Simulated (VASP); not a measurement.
A run of VASP 6.6.1 is set up as follows.

The input INCAR:

```
PREC = Accurate ; ENCUT = 520
EDIFF = 1E-7 ; ISMEAR = -1
SIGMA = 0.05 ; LREAL = False
LASPH = True ; NELM = 60
ALGO = Normal ; ISIF = 2
LWAVE = False ; LCHARG = False
NBANDS = 16
```

KPOINTS

```
regular mesh
0
Gamma
  9 9 6
```

The input POSCAR:

```
Se
1.0
    4.1056614523      0.0000000000      0.0000000000
   -2.0528307262      3.5556071170      0.0000000000
    0.0000000000      0.0000000000      5.3176662318
Se
3
Direct
    0.2543546525      1.0000000000      0.3333333333
    1.0000000000      0.2543546525      0.6666666667
    0.7456453475      0.7456453475      1.0000000000
```

Potentials or basis: VASP PAW LDA potentials, release 64 (Se).

The run is started by

```bash
$ cat potpaw_LDA.64/Se/POTCAR > POTCAR
$ mpirun -np 1 vasp_std > vasp.out
```

(1) Predict the band gap on the k mesh.

(2) What does it give for the largest force?

Results:

(1) 0.26 eV.

(2) 0.605 eV/Å.

Caveat: the cell stands under tension; an odd mesh through Γ misses points on the zone boundary, where band edges can lie.
